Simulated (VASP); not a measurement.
# MgS (Fm-3m) in VASP: settings compared

Aim: see how the results for MgS move with the level of theory and the settings. Levels: r2SCAN, HSE06. Tasks: single point.

All numbers are computed with VASP 6.6.1; they aren't measurements. Logs are shortened: lines on timing, memory, paths and dates and some standing lists are left out, and cuts for length are marked.

**1. The cell of the first run**

It takes space group Fm-3m (No. 225, cubic). Conventional cell: a = 5.203 Å, b = 5.203 Å, c = 5.203 Å, α = 90.00°, β = 90.00°, γ = 90.00°. Within 3.4 Å of Mg (site symmetry m-3m) lie 6 S at 2.60 Å. Within 3.4 Å of S (site symmetry m-3m) lie 6 Mg at 2.60 Å.

**2. Single point, r2SCAN**

POSCAR reads:

```
MgS
1.0
    0.0000000000      2.6015179370      2.6015179370
    2.6015179370      0.0000000000      2.6015179370
    2.6015179370      2.6015179370      0.0000000000
Mg S
1 1
Direct
    0.0000000000      0.0000000000      0.0000000000
    0.5000000000      0.5000000000      0.5000000000
```

INCAR.step1 reads:

```
ALGO = Normal
EDIFF = 1E-4
ENCUT = 520
GGA = PE
ISMEAR = 0
LASPH = T
LCHARG = F
LREAL = F
LWAVE = T
NBANDS = 11
NELM = 60
PREC = Accurate
SIGMA = 0.01
```

INCAR.step2 reads:

```
ALGO = Normal
EDIFF = 1E-6
ENCUT = 520
ISIF = 2
ISMEAR = 0
ISTART = 1
LASPH = T
LCHARG = F
LMIXTAU = T
LREAL = F
LWAVE = F
METAGGA = R2SCAN
NBANDS = 11
NELM = 60
PREC = Accurate
SIGMA = 0.01
```

KPOINTS reads:

```
k-points
0
Gamma
  6 6 6
```

Potentials or basis: VASP PAW PBE potentials, release 64 (Mg, S).

Run with:

```bash
> cat potpaw_PBE.64/Mg/POTCAR potpaw_PBE.64/S/POTCAR > POTCAR
> cp INCAR.step1 INCAR
> mpirun -np 1 vasp_std > vasp.out
> cp INCAR.step2 INCAR
> mpirun -np 1 vasp_std > vasp.out
```

OUTCAR:

```text
EDIFF = 1E-6
   ENCUT = 520
   ISIF = 2
   ISMEAR = 0
   ISTART = 1
   LASPH = T
   LREAL = F
   METAGGA = R2SCAN
   NELM = 60
   PREC = Accurate

 ion  position               nearest neighbor table
   1  0.000  0.000  0.000-   2 2.60   2 2.60   2 2.60   2 2.60   2 2.60   2 2.60
   2  0.500  0.500  0.500-   1 2.60   1 2.60   1 2.60   1 2.60   1 2.60   1 2.60

  LATTYP: Found a face centered cubic cell.
 ALAT       =     5.2030358740

  Lattice vectors:

 A1 = (   0.0000000000,   2.6015179370,   2.6015179370)
 A2 = (   2.6015179370,   0.0000000000,   2.6015179370)
 A3 = (   2.6015179370,   2.6015179370,   0.0000000000)

Analysis of symmetry for initial positions (statically):
=====================================================================
 Subroutine PRICEL returns:
 Original cell was already a primitive cell.

 Routine SETGRP: Setting up the symmetry group for a
 face centered cubic supercell.

 Subroutine GETGRP returns: Found 48 space group operations
 (whereof 48 operations were pure point group operations)
 out of a pool of 48 trial point group operations.

The static configuration has the point symmetry O_h .

Analysis of symmetry for dynamics (positions and initial velocities):
=====================================================================
 Subroutine PRICEL returns:
 Original cell was already a primitive cell.

 Routine SETGRP: Setting up the symmetry group for a
 face centered cubic supercell.

 Subroutine GETGRP returns: Found 48 space group operations
 (whereof 48 operations were pure point group operations)
 out of a pool of 48 trial point group operations.

The dynamic configuration has the point symmetry O_h .

 Subroutine INISYM returns: Found 48 space group operations
 (whereof 48 operations are pure point group operations),
 and found     1 'primitive' translations

----------------------------------------------------------------------------------------

                                     Primitive cell

  volume of cell :      35.2136

  direct lattice vectors                    reciprocal lattice vectors
     0.000000000  2.601517937  2.601517937    -0.192195484  0.192195484  0.192195484
     2.601517937  0.000000000  2.601517937     0.192195484 -0.192195484  0.192195484
     2.601517937  2.601517937  0.000000000     0.192195484  0.192195484 -0.192195484

  length of vectors
     3.679101949  3.679101949  3.679101949     0.332892344  0.332892344  0.332892344

  position of ions in fractional coordinates (direct lattice)
     0.000000000  0.000000000  0.000000000
     0.500000000  0.500000000  0.500000000

  ion indices of the primitive-cell ions
   primitive index   ion index
                 1           1
                 2           2

----------------------------------------------------------------------------------------

 KPOINTS: k-points

Automatic generation of k-mesh.
 Grid dimensions read from file:
 generate k-points for:    6    6    6

 Generating k-lattice:

  Cartesian coordinates                     Fractional coordinates (reciprocal lattice)
    -0.032032581  0.032032581  0.032032581     0.166666667  0.000000000  0.000000000
     0.032032581 -0.032032581  0.032032581     0.000000000  0.166666667  0.000000000
     0.032032581  0.032032581 -0.032032581     0.000000000  0.000000000  0.166666667

  Length of vectors
     0.055482057  0.055482057  0.055482057

  Shift w.r.t. Gamma in fractional coordinates (k-lattice)
     0.000000000  0.000000000  0.000000000

 Subroutine IBZKPT returns following result:
 ===========================================

 Found     16 irreducible k-points:

 Following reciprocal coordinates:
            Coordinates               Weight
  0.000000  0.000000  0.000000      1.000000
  0.166667  0.000000  0.000000      8.000000
  0.333333  0.000000  0.000000      8.000000
  0.500000  0.000000  0.000000      4.000000
  0.166667  0.166667  0.000000      6.000000
  0.333333  0.166667  0.000000     24.000000
[... 8 lines left out ...]
 -0.333333  0.333333  0.166667     24.000000
 -0.333333  0.500000  0.166667     12.000000
   k-points           NKPTS =     16   k-points in BZ     NKDIM =     16   number of bands    NBANDS=     11
   number of dos      NEDOS =    301   number of ions     NIONS =      2
   total plane-waves  NPLWV =  21952
   dimension x,y,z NGX =    28 NGY =   28 NGZ =   28
   dimension x,y,z NGXF=    56 NGYF=   56 NGZF=   56
   ions per type =               1   1
   NGX,Y,Z   is equivalent  to a cutoff of  12.65, 12.65, 12.65 a.u.
   NGXF,Y,Z  is equivalent  to a cutoff of  25.30, 25.30, 25.30 a.u.
 SYSTEM =  unknown system
   PREC   = accura    normal or accurate (medium, high low for compatibility)
   ISTART =      1    job   : 0-new  1-cont  2-samecut
   ICHARG =      0    charge: 1-file 2-atom 10-const
   ISPIN  =      1    spin polarized calculation?
   LNONCOLLINEAR =      F non collinear calculations
   LSORBIT =      F    spin-orbit coupling
   LASPH  =      T    aspherical Exc in radial PAW
   ENCUT  =  520.0 eV  38.22 Ry    6.18 a.u.   6.84  6.84  6.84*2*pi/ulx,y,z
   NELM   =     60;   NELMIN=  2; NELMDL=  0     # of ELM steps
   EDIFF  = 0.1E-05   stopping-criterion for ELM
   LREAL  =      F    real-space projection
   EDIFFG = 0.1E-04   stopping-criterion for IOM
   NSW    =      0    number of steps for IOM
   IBRION =     -1    ionic relax: 0-MD 1-quasi-New 2-CG
   NFREE  =      0    steps in history (QN), initial steepest desc. (CG)
   ISIF   =      2    stress and relaxation
   ISYM   =      2    0-nonsym 1-usesym 2-fastsym
   POTIM  = 0.5000    time-step for ionic-motion
   TEBEG  =    0.0;   TEEND  =   0.0 temperature during run
   PSTRESS=    0.0 pullay stress
   NELECT =       8.0000    total number of electrons
   NUPDOWN=      -1.0000    fix difference up-down
   EMIN   =  10.00;   EMAX   =-10.00  energy-range for DOS
   EFERMI =   0.00;   METHOD = LEGACY
   ISMEAR =     0;   SIGMA  =   0.01  broadening in eV -4-tet -1-fermi 0-gaus
   EFERMI_NEDOS =   21; number of points for ismear=-14 and -15
   IALGO  =     38    algorithm
   IMIX   =      4    mixing-type and parameters
     AMIX     =   0.40;   BMIX     =  1.00
     AMIX_MAG =   1.60;   BMIX_MAG =  1.00
  volume/ion in A,a.u.               =      17.61       118.82
  Fermi-wavevector in a.u.,A,eV,Ry     =   0.998929  1.887702 13.576701  0.997859
  Thomas-Fermi vector in A             =   2.131185
   LORBIT       =      0    0 simple, 1 ext, 2 COOP (PROOUT), +10 PAW based schemes
   METAGGA = R2SCAN    functional components
   LHFCALC =     F    Hartree Fock is set to
   AEXX    =    0.0000 exact exchange contribution
   IVDW    =     0    specifies the selected vdW correction
   LEPSILON=     F    determine dielectric tensor
   LRPA    =     F    only Hartree local field effects (RPA)
 non-spin polarized calculation
 Gauss-broadening in eV      SIGMA  =   0.01
  energy-cutoff  :      520.00
  volume of cell :       35.21
 maximum number of plane-waves:       960
   NGX = 13   NGY = 13   NGZ = 13

 number of electron       8.0000000 magnetization

 Free energy of the ion-electron system (eV)
  ---------------------------------------------------
  ext. energy  EPLUGINS =         0.00000000
  ---------------------------------------------------
  free energy    TOTEN  =       -15.50855369 eV

  energy without entropy =      -15.50855369  energy(sigma->0) =      -15.50855369

 E-fermi :   3.5537     XC(G=0): -10.0899

 val. band max:        3.4953426700   @ k =   0.0000   0.0000   0.0000
 cond. band min:       6.9284855217   @ k =   0.5000   0.5000   0.0000
 fundamental gap:      3.4331428517
 Fermi energy:         3.5536617340

 k-point     1 :       0.0000    0.0000    0.0000
  band No.  band energies     occupation
      1      -9.6881      2.00000
      2       3.4953      2.00000
      3       3.4953      2.00000
      4       3.4953      2.00000
      5       8.1113      0.00000
      6      12.0257      0.00000
      7      12.0257      0.00000
      8      12.0257      0.00000
      9      14.4364      0.00000
     10      14.4364      0.00000
     11      17.0382      0.00000

 k-point     2 :       0.1667    0.0000    0.0000
  band No.  band energies     occupation
      1      -9.4174      2.00000
      2       1.8991      2.00000
      3       3.3188      2.00000
      4       3.3188      2.00000
      5       9.1349      0.00000
      6      11.8249      0.00000
      7      12.3105      0.00000
      8      12.3105      0.00000
      9      13.7938      0.00000
     10      13.7938      0.00000
     11      17.0185      0.00000

 k-point     3 :       0.3333    0.0000    0.0000
  band No.  band energies     occupation
      1      -8.7670      2.00000
      2      -0.3649      2.00000
      3       3.0114      2.00000
      4       3.0114      2.00000
      5       8.9752      0.00000
      6      11.4375      0.00000
      7      11.4375      0.00000
      8      13.8175      0.00000
      9      15.7373      0.00000
     10      15.7373      0.00000
     11      16.1013      0.00000

 k-point     4 :       0.5000    0.0000    0.0000
  band No.  band energies     occupation
      1      -8.3553      2.00000
      2      -1.3821      2.00000
      3       2.8752      2.00000
      4       2.8752      2.00000
      5       8.7114      0.00000
      6      10.9976      0.00000
      7      10.9976      0.00000
      8      14.7301      0.00000
      9      16.7283      0.00000
     10      18.5864      0.00000
     11      18.5864      0.00000

 k-point     5 :       0.1667    0.1667    0.0000
  band No.  band energies     occupation
      1      -9.3293      2.00000
      2       2.0049      2.00000
      3       2.9534      2.00000
      4       2.9534      2.00000
      5       9.6554      0.00000
      6      10.5885      0.00000
      7      12.1028      0.00000
      8      13.2269      0.00000
      9      13.2269      0.00000
     10      14.9123      0.00000
     11      18.7662      0.00000
[... 99 lines left out ...]
 k-point    13 :       0.5000    0.5000    0.0000
  band No.  band energies     occupation
      1      -7.9700      2.00000
      2      -0.7770      2.00000
      3       1.7667      2.00000
      4       1.7667      2.00000
      5       6.9285      0.00000
      6       8.4201      0.00000
      7      16.6385      0.00000
      8      16.9814      0.00000
      9      18.0335      0.00000
     10      18.0335      0.00000
     11      20.1058      0.00000

 k-point    14 :       0.5000    0.3333    0.1667
  band No.  band energies     occupation
      1      -8.3232      2.00000
      2      -0.2183      2.00000
      3       1.2694      2.00000
      4       2.2430      2.00000
      5       9.4518      0.00000
      6      10.7194      0.00000
      7      11.5326      0.00000
      8      14.1577      0.00000
      9      15.8555      0.00000
     10      19.3375      0.00000
     11      19.8279      0.00000

 k-point    15 :      -0.3333    0.3333    0.1667
  band No.  band energies     occupation
      1      -8.0431      2.00000
      2      -0.4682      2.00000
      3       0.7416      2.00000
      4       1.8932      2.00000
      5       9.4699      0.00000
      6      10.8865      0.00000
      7      12.9160      0.00000
      8      13.1406      0.00000
      9      16.6204      0.00000
     10      18.5311      0.00000
     11      20.0630      0.00000

 k-point    16 :      -0.3333    0.5000    0.1667
  band No.  band energies     occupation
      1      -7.9372      2.00000
      2      -0.3221      2.00000
      3       0.8709      2.00000
      4       1.2831      2.00000
      5       8.5487      0.00000
      6      10.3032      0.00000
      7      13.4199      0.00000
      8      14.1032      0.00000
      9      18.4741      0.00000
     10      19.6538      0.00000
     11      19.9406      0.00000

------------------------ aborting loop because EDIFF is reached ----------------------------------------

  FORCE on cell =-STRESS in cart. coord.  units (eV):
  Direction    XX          YY          ZZ          XY          YZ          ZX
  --------------------------------------------------------------------------------------
  -------------------------------------------------------------------------------------
  Total       -0.0922728     -0.0922728     -0.0922728      0.0000000      0.0000000     -0.0000000
  in kB       -4.1983046     -4.1983046     -4.1983046      0.0000000      0.0000000     -0.0000000
  external PRESSURE =      -4.1983046 kB  Pullay stress =       0.0000000 kB

 VOLUME and BASIS-vectors are now :
 -----------------------------------------------------------------------------
  energy-cutoff  :      520.00
  volume of cell :       35.21
      direct lattice vectors                 reciprocal lattice vectors
     0.000000000  2.601517937  2.601517937    -0.192195484  0.192195484  0.192195484
     2.601517937  0.000000000  2.601517937     0.192195484 -0.192195484  0.192195484
     2.601517937  2.601517937  0.000000000     0.192195484  0.192195484 -0.192195484

 POSITION                                       TOTAL-FORCE (eV/Angst)
 -----------------------------------------------------------------------------------
      0.00000      0.00000      0.00000         0.000000      0.000000      0.000000
      2.60152      2.60152      2.60152        -0.000000     -0.000000     -0.000000
 -----------------------------------------------------------------------------------
    total drift:                                0.000000      0.000000      0.000000

  FREE ENERGIE OF THE ION-ELECTRON SYSTEM (eV)
  ---------------------------------------------------
  free  energy   TOTEN  =       -15.5085536887 eV

  energy  without entropy=      -15.5085536887  energy(sigma->0) =      -15.50855369
```

Run time: 31 s. Hardware: 1 thread of AMD EPYC 7R13 (Zen 3), shared host; peak memory 0.13 GiB.

Results:

| Item | Value |
| --- | --- |
| Free energy | -15.5086 eV |
| Pressure | -0.4 GPa |
| Band gap on the k mesh | 3.43 eV, indirect (least direct gap 4.62 eV) |

Caveat: the PAW data sets were made with another functional, which shifts forces and pressure a little.

**3. Single point, HSE06**

POSCAR is that of step 2.

INCAR.step1 reads:

```
SYSTEM = MgS
ALGO = Normal
EDIFF = 1E-5
ENCUT = 520
GGA = PE
ISIF = 2
ISMEAR = 0
LASPH = .True.
LCHARG = .False.
LREAL = .False.
LWAVE = .True.
NBANDS = 11
NELM = 100
PREC = Accurate
SIGMA = 0.01
```

INCAR.step2 reads:

```
SYSTEM = MgS
ALGO = Normal
EDIFF = 1E-6
ENCUT = 520
GGA = PE
HFSCREEN = 0.2079
ISIF = 2
ISMEAR = 0
ISTART = 1
LASPH = .True.
LCHARG = .False.
LHFCALC = .True.
LREAL = .False.
LWAVE = .False.
NBANDS = 11
NELM = 100
PREC = Accurate
PRECFOCK = Normal
SIGMA = 0.01
```

KPOINTS reads:

```
k-points
0
Gamma
  6 6 6
  0 0 0
```

Potentials or basis: VASP PAW PBE potentials, release 64 (Mg, S).

Run with:

```bash
> cat potpaw_PBE.64/Mg/POTCAR potpaw_PBE.64/S/POTCAR > POTCAR
> cp INCAR.step1 INCAR
> mpirun -np 1 vasp_std > vasp.out
> cp INCAR.step2 INCAR
> mpirun -np 1 vasp_std > vasp.out
```

Run time: 14 min. Hardware: 1 thread of AMD EPYC 7R13 (Zen 3), shared host; peak memory 0.25 GiB.

It converged, with:

```yaml
Free_energy: -9.8870 eV
Pressure: -0.7 GPa
Band_gap_on_the_k_mesh: 3.75 eV, indirect (least direct gap 4.80 eV)
```

Levels at points of the mesh, in eV from the valence-band top:
```
           k point  band 1  band 2  band 3  band 4  band 5  band 6  band 7  band 8
(0.00, 0.00, 0.00)  -13.96    0.00    0.00    0.00    4.80    9.10    9.10    9.10
(0.50, 0.00, 0.00)  -12.53   -5.27   -0.65   -0.65    5.55    8.05    8.05   11.59
(0.50, 0.50, 0.00)  -12.12   -4.60   -1.84   -1.84    3.75    5.34   13.52   14.34
```

Caveat: the PAW data sets were made with another functional, which shifts forces and pressure a little. A k mesh can miss the band edges.
